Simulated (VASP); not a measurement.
Wanted: the native input for a VASP 6.6.1 run.

```yaml
Task: relaxation of cell and atoms
Functional: PBE
Potentials_or_basis: VASP PAW PBE potentials, release 64 (Ca_sv, Zr_sv, N)
Cutoff: 600 eV
k_mesh: 6 × 6 × 2
Occupations: gaussian, width 0.1 eV
Spin: no spin polarisation
Dipole_correction: no
Further_INCAR_settings: ALGO = Normal; EDIFF = 1e-06; IBRION = 2; EDIFFG = -0.04; NSW = 90; ISIF = 3
```

The structure of Ca3Zr2N lies in POSCAR:

```
Ca3Zr2N
1.0
    3.6763102500      0.0000000000      0.0000000000
   -1.8381551300      3.1837780700      0.0000000000
    0.0000000000      0.0000000000      9.0089887300
Ca Zr N
3 2 1
Direct
    0.0000000000      0.0000000000      0.5000000000
    0.3333333300      0.6666666700      0.1780929900
    0.6666666700      0.3333333300      0.8219070100
    0.3333333300      0.6666666700      0.6610567600
    0.6666666700      0.3333333300      0.3389432400
    0.0000000000      0.0000000000      0.0000000000
```

The input as run:

INCAR

```
SYSTEM = Ca3Zr2N
PREC = Accurate ; ENCUT = 600
EDIFF = 1E-6 ; ISMEAR = 0
SIGMA = 0.1 ; LREAL = .False.
LASPH = .True. ; NELM = 100
ALGO = Normal ; ISIF = 3
LWAVE = .False. ; LCHARG = .False.
GGA = PE ; IBRION = 2
NSW = 90 ; EDIFFG = -0.04
```

KPOINTS

```
regular mesh
0
Gamma
  6 6 2
  0 0 0
```

Potentials or basis: VASP PAW PBE potentials, release 64 (Ca_sv, Zr_sv, N).

Run with:

```bash
$ cat potpaw_PBE.64/Ca_sv/POTCAR potpaw_PBE.64/Zr_sv/POTCAR potpaw_PBE.64/N/POTCAR > POTCAR
$ mpirun -np 1 vasp_std > vasp.out
```

Results of the run:

| Item | Value |
| --- | --- |
| Relaxed volume | 24.16 Å³/atom |
| Relaxed cell | a = 3.396 Å, b = 3.396 Å, c = 14.519 Å, α = 90.00°, β = 90.00°, γ = 120.00° |
| Space group after relaxing (to 0.05 Å) | P-3m1 (No. 164) |
| Energy gained by relaxing | 1889.4 meV/atom |
| Ionic steps | 26 |
| Pressure after relaxing | -0.1 GPa |
| Largest force after relaxing | 0.027 eV/Å |

Caveat: the volume moved by over 15 % at a fixed basis, so the end points are rough.

Wall time 16 min on 1 thread of AMD EPYC 9R45 96-Core Processor (Zen 5), with other jobs on the host, peak memory 0.25 GiB.
